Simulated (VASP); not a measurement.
CsSnI3, 5 atoms in the cell. Symmetry: Pm-3m, No. 221, cubic system. Conventional cell: a = 6.241 Å, b = 6.241 Å, c = 6.241 Å, α = 90.00°, β = 90.00°, γ = 90.00°. Cs (site symmetry m-3m) has 12 I at 4.41 Å and 8 Sn at 5.41 Å within 5.8 Å. Sn (site symmetry m-3m) has 6 I at 3.12 Å within 4.1 Å. I (site symmetry 4/mmm) has 2 Sn at 3.12 Å within 4.1 Å. 

| Property | Result |
| --- | --- |
| Program | VASP 6.6.1 |
| Task | single point |
| Functional | PBE0 |
| Potentials or basis | VASP PAW PBE potentials, release 64 (Cs_sv, Sn_d, I) |
| Cutoff | 520 eV |
| k mesh | 2 × 2 × 2 |
| Occupations | gaussian, width 0.01 eV |
| Spin | no spin polarisation |
| Dipole correction | no |
| Grid for exact exchange (PRECFOCK) | Fast |
| Further INCAR settings | ALGO = Normal; EDIFF = 1e-06; NBANDS = 30 |

Potentials or basis: VASP PAW PBE potentials, release 64 (Cs_sv, Sn_d, I).

The run is started by

```sh
$ cat potpaw_PBE.64/Cs_sv/POTCAR potpaw_PBE.64/Sn_d/POTCAR potpaw_PBE.64/I/POTCAR > POTCAR
$ cp INCAR.step1 INCAR
$ mpirun -np 1 vasp_std > vasp.out
$ cp INCAR.step2 INCAR
$ mpirun -np 1 vasp_std > vasp.out
```

Hardware: 1 thread of Intel Xeon 6975P-C, with other jobs on the host.

Task: Estimate the wall time of this run.

Result: It took 5.7 min on 1 thread of Intel Xeon 6975P-C, on a shared host, peak memory 0.36 GiB. Counts: k points 4.
